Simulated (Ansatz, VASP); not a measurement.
One calculation of AgCl, two programs

File POSCAR:

```
AgCl
1.0
   -0.0099775504      2.9832875720      2.9832875720
    2.9832875720     -0.0099775504      2.9832875720
    2.9832875720      2.9832875720     -0.0099775504
Ag Cl
1 1
Direct
   -0.0005684410     -0.0005684410     -0.0005684410
    0.2505684410      0.2505684410      0.2505684410
```

INCAR.step1

```
  ALGO = Normal
  EDIFF = 1E-4
  ENCUT = 520
  GGA = PE
  ISMEAR = 0
  LASPH = T
  LCHARG = F
  LREAL = F
  LWAVE = T
  NBANDS = 16
  NELM = 80
  PREC = Accurate
  SIGMA = 0.01
```

INCAR.step2

```
  ALGO = Normal
  EDIFF = 1E-7
  ENCUT = 520
  ISIF = 2
  ISMEAR = 0
  ISTART = 1
  LASPH = T
  LCHARG = F
  LMIXTAU = T
  LREAL = F
  LWAVE = F
  METAGGA = R2SCAN
  NBANDS = 16
  NELM = 80
  PREC = Accurate
  SIGMA = 0.01
```

Contents of KPOINTS:

```
k-points
0
Gamma
  8 8 8
```

Input for Ansatz:

```yaml
crystal:
  lattice:
    - [-0.0099775504, 2.983287572, 2.983287572]
    - [2.983287572, -0.0099775504, 2.983287572]
    - [2.983287572, 2.983287572, -0.0099775504]
  atoms:
    - { symbol: Ag, position: [-0.000568441, -0.000568441, -0.000568441] }
    - { symbol: Cl, position: [0.250568441, 0.250568441, 0.250568441] }
kpoints:
  mp_grid: { grid: [8, 8, 8] }
  band_path:
    path:
      - [0.0, 0.0, 0.0]
      - [-0.5, -0.5, 0.0]
      - [-0.375, -0.375, 0.25]
      - [-0.375, 0.0, 0.375]
      - [0.0, 0.0, 0.5]
      - [-0.5, -0.25, 0.25]
    npoints: 1
hamiltonian:
  xc: r2scan
scf:
  occupations: { method: fixed }
  n_extra_bands: 4
output:
  forces: true
  stress: true
  eigenvalues: true
```

Change from the starting cell: shear_111 strain -0.5%.

Alike in both runs: task single point; functional r2SCAN; k mesh 8 × 8 × 8; no spin polarisation.

```csv
,VASP,Ansatz
version,VASP 6.6.1,Ansatz 0.2.0
potentials or method,"VASP PAW PBE potentials, release 64 (Ag, Cl)","plane waves, PAW"
plane-wave cutoff (eV),520,500
occupations,"gaussian, width 0.01 eV",fixed
valence electrons in the cell,18,26
```

|  | VASP | Ansatz | Ansatz less VASP |
| --- | --- | --- | --- |
| gap on the k mesh at the Fermi level (eV) | 1.59 | 1.64 | +0.047 |
| pressure (GPa) | 0.1 | 0.2 | +0.09 |

VASP's potentials were made for PBE, not for r2SCAN. VASP's potentials hold 18 valence electrons a cell and Ansatz's 26, so a difference there can come from the potentials and not from the codes.
